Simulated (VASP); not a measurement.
Input of a VASP 6.6.1 run:

File INCAR:

```
PREC = Accurate
ENCUT = 520
EDIFF = 1E-6
ISMEAR = 0
SIGMA = 0.1
LREAL = F
LASPH = T
NELM = 100
ALGO = Normal
ISIF = 2
LWAVE = F
LCHARG = F
GGA = PE
NBANDS = 32
```

Contents of KPOINTS:

```
Automatic mesh
0
Gamma
  6 6 6
```

POSCAR

```
Ga3N2
1.0
    1.6160857527      0.9330475444      7.4913772325
   -1.6160857527      0.9330475444      7.4913772325
    0.0000000000     -1.8660950887      7.4913772325
Ga N
3 2
Direct
    0.0000000000      0.0000000000      0.0000000000
    0.2095000000      0.2095000000      0.2095000000
    0.7905000000      0.7905000000      0.7905000000
    0.4000000000      0.4000000000      0.4000000000
    0.6000000000      0.6000000000      0.6000000000
```

Potentials or basis: VASP PAW PBE potentials, release 64 (Ga_d, N).

Command:

```bash
$ cat potpaw_PBE.64/Ga_d/POTCAR potpaw_PBE.64/N/POTCAR > POTCAR
$ mpirun -np 1 vasp_std > vasp.out
```

(1) Estimate the largest force.

(2) Estimate the pressure.

(3) Estimate the band gap on the k mesh.

Answers

(1) 2.378 eV/Å.

(2) -15.8 GPa.

(3) zero (an odd number of electrons rules out a gap without spin polarisation).

Caveat: the k points lie up to 0.38 Å⁻¹ apart, too coarse for converged energies and pressures of a metal; forces of over 1 eV/Å act on the atoms, so gaps and moduli don't describe the material at rest.
